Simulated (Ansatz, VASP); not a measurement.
One calculation of NaI, two programs

Contents of INCAR:

```
SYSTEM = NaI
ALGO = Normal
EDIFF = 1E-6
ENCUT = 500
GGA = PE
GGA_COMPAT = .False.
ISIF = 2
ISMEAR = 0
LASPH = .True.
LCHARG = .False.
LREAL = .False.
LWAVE = .False.
NBANDS = 14
NELM = 120
PREC = Accurate
SIGMA = 0.02
```

File KPOINTS:

```
k-points
0
Gamma
  2 2 2
  0 0 0
```

POSCAR

```
NaI
1.0
    0.0000000000      3.2364000000      3.2364000000
    3.2364000000      0.0000000000      3.2364000000
    3.2364000000      3.2364000000      0.0000000000
Na I
1 1
Direct
    0.0000000000      0.0000000000      0.0000000000
    0.5000000000      0.5000000000      0.5000000000
```

Input for Ansatz:

```yaml
crystal:
  lattice:
    - [0.0, 3.2364, 3.2364]
    - [3.2364, 0.0, 3.2364]
    - [3.2364, 3.2364, 0.0]
  atoms:
    - { symbol: Na, position: [0.0, 0.0, 0.0] }
    - { symbol: I, position: [0.5, 0.5, 0.5] }
basis:
  ecutwfc: 420
kpoints:
  mp_grid: { grid: [2, 2, 2] }
hamiltonian:
  xc: pbe
scf:
  occupations: { method: gaussian, width: 0.02 }
output:
  forces: true
  stress: true
  eigenvalues: true
```

Alike in both runs: task single point; functional PBE; k mesh 2 × 2 × 2; occupations gaussian, width 0.02 eV; no spin polarisation.

```csv
,VASP,Ansatz
version,VASP 6.6.1,Ansatz 0.2.0
potentials or method,"VASP PAW PBE potentials, release 64 (Na_pv, I), cutoff 500 eV","scalar-relativistic, plane waves, PAW"
valence electrons in the cell,14,26
```

|  | VASP | Ansatz | Ansatz less VASP |
| --- | --- | --- | --- |
| gap on the k mesh at the Fermi level (eV) | 3.57 | 3.58 | +0.004 |
| least direct gap on the mesh (eV) | 3.57 | 3.58 | +0.004 |
| pressure (GPa) | 2.7 | 2.7 | -0.01 |

VASP's potentials hold 14 valence electrons a cell and Ansatz's 26, so a difference there can come from the potentials and not from the codes.

The k mesh is coarse, so the values compare programs but aren't converged. Spin-orbit coupling is off throughout.
